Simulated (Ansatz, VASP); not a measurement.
**Two plane-wave programs on ZnO**

The input INCAR:

```
ALGO     = Normal         # electronic algorithm
EDIFF    = 1E-6           # SCF threshold, eV
ENCUT    = 520            # plane-wave cutoff, eV
GGA      = PE             # functional
ISIF     = 2              # what is computed and relaxed
ISMEAR   = 0              # smearing method
LASPH    = True           # aspherical terms in the spheres
LCHARG   = True           # write CHGCAR
LELF     = True           # ELF
LREAL    = False          # projectors in reciprocal space
LVHAR    = True         
LWAVE    = False          # write WAVECAR
NBANDS   = 46             # bands
NELM     = 60             # most SCF steps
PREC     = Accurate       # precision mode
SIGMA    = 0.01           # smearing width, eV
```

The input KPOINTS:

```
k-points
0
Gamma
  4 4 6
```

POSCAR

```
ZnO
1.0
    5.6641017985      0.0000000000      0.0000000000
    0.0000000000      5.6641017985      0.0000000000
    0.0000000000      0.0000000000      3.3114358601
Zn O
4 4
Direct
    0.1816732156      0.1816732156      0.5000000000
    0.8183267844      0.8183267844      0.5000000000
    0.6816732156      0.3183267844      0.0000000000
    0.3183267844      0.6816732156      0.0000000000
    0.8184370494      0.1815629506      0.5000000000
    0.1815629506      0.8184370494      0.5000000000
    0.6815629506      0.6815629506      0.0000000000
    0.3184370494      0.3184370494      0.0000000000
```

Input for Ansatz:

```yaml
crystal:
  lattice:
    - [5.6641017985, 0.0, 0.0]
    - [0.0, 5.6641017985, 0.0]
    - [0.0, 0.0, 3.3114358601]
  atoms:
    - { symbol: Zn, position: [0.1816732156, 0.1816732156, 0.5] }
    - { symbol: Zn, position: [0.8183267844, 0.8183267844, 0.5] }
    - { symbol: Zn, position: [0.6816732156, 0.3183267844, 0.0] }
    - { symbol: Zn, position: [0.3183267844, 0.6816732156, 0.0] }
    - { symbol: O, position: [0.8184370494, 0.1815629506, 0.5] }
    - { symbol: O, position: [0.1815629506, 0.8184370494, 0.5] }
    - { symbol: O, position: [0.6815629506, 0.6815629506, 0.0] }
    - { symbol: O, position: [0.3184370494, 0.3184370494, 0.0] }
kpoints:
  mp_grid: { grid: [4, 4, 6] }
hamiltonian:
  xc: pbe
scf:
  occupations: { method: fixed }
  n_extra_bands: 6
output:
  forces: true
  stress: true
  eigenvalues: true
```

Alike in both runs: task single point; functional PBE; k mesh 4 × 4 × 6; no spin polarisation.

|  | VASP | Ansatz |
| --- | --- | --- |
| version | VASP 6.6.1 | Ansatz 0.2.0 |
| potentials or method | VASP PAW PBE potentials, release 64 (Zn, O) | plane waves, PAW |
| plane-wave cutoff (eV) | 520 | 420 |
| occupations | gaussian, width 0.01 eV | fixed |
| valence electrons in the cell | 72 | 72 |

```tsv
	VASP	Ansatz	Ansatz less VASP
gap on the k mesh at the Fermi level (eV)	0.71	0.73	+0.015
pressure (GPa)	-2.7	-3.4	-0.73
traceless stress, the component that is largest in VASP (GPa)	-0.23	-0.38	-0.152
rms of the force components (eV/Å)	0.012	0.009	-0.0031
```

Atom by atom the forces differ by 0.003 eV/Å (rms over components).
